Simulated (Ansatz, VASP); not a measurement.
**SiNi3 in VASP and in Ansatz**

Contents of INCAR:

```
PREC = Accurate
ENCUT = 520
EDIFF = 1E-6
ISMEAR = 0
SIGMA = 0.15
LREAL = False
LASPH = True
NELM = 80
ALGO = Fast
ISIF = 2
LWAVE = False
LCHARG = True
GGA = PS
LELF = True
LVHAR = True
NBANDS = 25
```

Contents of KPOINTS:

```
Automatic mesh
0
Gamma
  14 14 14
```

POSCAR

```
SiNi3
1.0
    3.4612457436      0.0000000000      0.0000000000
    0.0000000000      3.8073703180      0.0000000000
    0.0000000000      0.0000000000      3.4612457436
Si Ni
1 3
Direct
    0.0000000000      0.0000000000      0.0000000000
    0.0000000000      0.5000000000      0.5000000000
    0.5000000000      0.0000000000      0.5000000000
    0.5000000000      0.5000000000      0.0000000000
```

Input for Ansatz:

```yaml
crystal:
  lattice:
    - [3.4612457436, 0.0, 0.0]
    - [0.0, 3.807370318, 0.0]
    - [0.0, 0.0, 3.4612457436]
  atoms:
    - { symbol: Si, position: [0.0, 0.0, 0.0] }
    - { symbol: Ni, position: [0.0, 0.5, 0.5] }
    - { symbol: Ni, position: [0.5, 0.0, 0.5] }
    - { symbol: Ni, position: [0.5, 0.5, 0.0] }
basis:
  ecutwfc: 420
kpoints:
  mp_grid: { grid: [14, 14, 14] }
hamiltonian:
  xc: pbesol
scf:
  occupations: { method: gaussian, width: 0.15 }
output:
  forces: true
  stress: true
  eigenvalues: true
```

Change from the starting cell: strain +0.1000 x Voigt [0, 1, 0, 0, 0, 0], atoms carried along.

Alike in both runs: task single point; functional PBEsol; k mesh 14 × 14 × 14; occupations gaussian, width 0.15 eV; no spin polarisation.

|  | VASP | Ansatz |
| --- | --- | --- |
| version | VASP 6.6.1 | Ansatz 0.2.0 |
| potentials or method | VASP PAW PBE potentials, release 64 (Si, Ni), cutoff 520 eV | scalar-relativistic, plane waves, PAW |
| valence electrons in the cell | 34 | 58 |

|  | VASP | Ansatz | Ansatz less VASP |
| --- | --- | --- | --- |
| gap on the k mesh at the Fermi level (eV) | none | none | - |
| pressure (GPa) | -17.2 | -17.4 | -0.21 |
| traceless stress, the component that is largest in VASP (GPa) | -10.06 | -10.25 | -0.183 |

VASP's potentials were made for PBE, not for PBEsol. A gap of «none» marks a metal or a gap that the smearing closes. VASP's potentials hold 34 valence electrons a cell and Ansatz's 58, so a difference there can come from the potentials and not from the codes.
